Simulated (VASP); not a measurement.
A run of VASP 6.6.1:

File INCAR:

```
SYSTEM = Co
PREC = Accurate
ENCUT = 520
EDIFF = 1E-8
ISMEAR = -1
SIGMA = 0.05
LREAL = .FALSE.
LASPH = .TRUE.
NELM = 150
ALGO = Normal
ISIF = 2
LWAVE = .FALSE.
LCHARG = .FALSE.
ISPIN = 2
MAGMOM = 2 2
LORBIT = 11
LMAXMIX = 4
GGA = PE
LEFG = .TRUE.
NBANDS = 20
```

Contents of KPOINTS:

```
regular mesh
0
G
  19 19 10
  0 0 0
```

The input POSCAR:

```
Co
1.0
    2.5521494191      0.0000000000      0.0000000000
   -1.2760747095      2.2102262312      0.0000000000
    0.0000000000      0.0000000000      4.1448351210
Co
2
Direct
    0.3333333333      0.6666666667      0.2500000000
    0.6666666667      0.3333333333      0.7500000000
```

Potentials or basis: VASP PAW PBE potentials, release 64 (Co).

Run with:

```console
$ cat potpaw_PBE.64/Co/POTCAR > POTCAR
$ mpirun -np 1 vasp_std > vasp.out
```

Hardware: 1 thread of Intel(R) Xeon(R) 6975P-C (Granite Rapids), with other jobs on the host.

Question: Estimate the wall time of this run.

Answer: Run time: 100 s on 1 thread of Intel(R) Xeon(R) 6975P-C (Granite Rapids) (shared host), peak memory 0.26 GiB. Counts: scf iterations 16, k points 240.
